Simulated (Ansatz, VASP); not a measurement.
# Two plane-wave programs on AgBr

Contents of POSCAR:

```
AgBr
1.0
    0.0000000000      2.8337097631      2.8337097631
    2.8337097631      0.0000000000      2.8337097631
    2.8337097631      2.8337097631      0.0000000000
Ag Br
1 1
Direct
    0.0000000000      0.0000000000      0.0000000000
    0.5000000000      0.5000000000      0.5000000000
```

File INCAR.step1:

```
  PREC = Accurate
  ENCUT = 550
  ISMEAR = 0
  SIGMA = 0.01
  LREAL = False
  LASPH = True
  NELM = 120
  NBANDS = 16
  GGA = PE
  ALGO = Normal
  EDIFF = 1E-5
  LWAVE = True
  LCHARG = False
  GGA_COMPAT = False
```

Contents of INCAR.step2:

```
  PREC = Accurate
  ENCUT = 550
  EDIFF = 1E-6
  ISMEAR = 0
  SIGMA = 0.01
  LREAL = False
  LASPH = True
  NELM = 120
  ALGO = Normal
  ISIF = 2
  LWAVE = False
  LCHARG = False
  METAGGA = R2SCAN
  LMIXTAU = True
  NBANDS = 16
  ISTART = 1
  GGA_COMPAT = False
```

File KPOINTS:

```
regular mesh
0
Gamma
  6 6 6
```

Input for Ansatz:

```yaml
crystal:
  lattice:
    - [0.0, 2.8337097631, 2.8337097631]
    - [2.8337097631, 0.0, 2.8337097631]
    - [2.8337097631, 2.8337097631, 0.0]
  atoms:
    - { symbol: Ag, position: [0.0, 0.0, 0.0] }
    - { symbol: Br, position: [0.5, 0.5, 0.5] }
kpoints:
  mp_grid: { grid: [6, 6, 6] }
hamiltonian:
  xc: r2scan
scf:
  occupations: { method: fixed }
  n_extra_bands: 4
output:
  forces: true
  stress: true
  eigenvalues: true
```

Alike in both runs: task single point; functional r2SCAN; k mesh 6 × 6 × 6; no spin polarisation.

|  | VASP | Ansatz |
| --- | --- | --- |
| version | VASP 6.6.1 | Ansatz 0.2.0 |
| potentials or method | VASP PAW PBE potentials, release 64 (Ag, Br) | plane waves, PAW |
| plane-wave cutoff (eV) | 550 | 500 |
| occupations | gaussian, width 0.01 eV | fixed |
| valence electrons in the cell | 18 | 26 |

Ansatz gave:

| Quantity | Value |
| --- | --- |
| gap on the k mesh at the Fermi level (eV) | 1.30 |
| pressure (GPa) | 3.3 |

**Question.** What did VASP give for the same quantities?

**Answer.** gap on the k mesh at the Fermi level (eV): 1.25; pressure (GPa): 3.3.

VASP's potentials were made for PBE, not for r2SCAN. VASP's potentials hold 18 valence electrons a cell and Ansatz's 26, so a difference there can come from the potentials and not from the codes.
